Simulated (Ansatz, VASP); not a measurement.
**MoS2 in VASP and in Ansatz**

```
Mo S
1.0
     3.24169    0.00000    0.00000
    -1.62085    2.80739    0.00000
     0.00000    0.00000    7.02475
Mo S
1 2
Direct
  0.00000 0.00000 0.00000
  0.33333 0.66667 0.23579
  0.33333 0.66667 0.76421
```

Alike in both runs: task single point; functional PBE; dispersion D3(BJ); k mesh 12 × 12 × 6; occupations gaussian, width 0.05 eV; no spin polarisation.

|  | VASP | Ansatz |
| --- | --- | --- |
| version | VASP 6.6.1 | Ansatz 0.2.0 |
| potentials or method | VASP PAW PBE potentials, release 64 (Mo_sv, S), cutoff 500 eV | scalar-relativistic, plane waves, PAW |
| valence electrons in the cell | 26 | 26 |

|  | VASP | Ansatz | Ansatz less VASP |
| --- | --- | --- | --- |
| gap on the k mesh at the Fermi level (eV) | 1.28 | 1.28 | -0.008 |
| least direct gap on the mesh (eV) | 1.62 | 1.61 | -0.003 |
| pressure (GPa) | -12.7 | -12.6 | +0.08 |
| traceless stress, the component that is largest in VASP (GPa) | -3.65 | -3.63 | +0.025 |
| rms of the force components (eV/Å) | 0.871 | 0.868 | -0.0027 |

Atom by atom the forces differ by 0.003 eV/Å (rms over components).
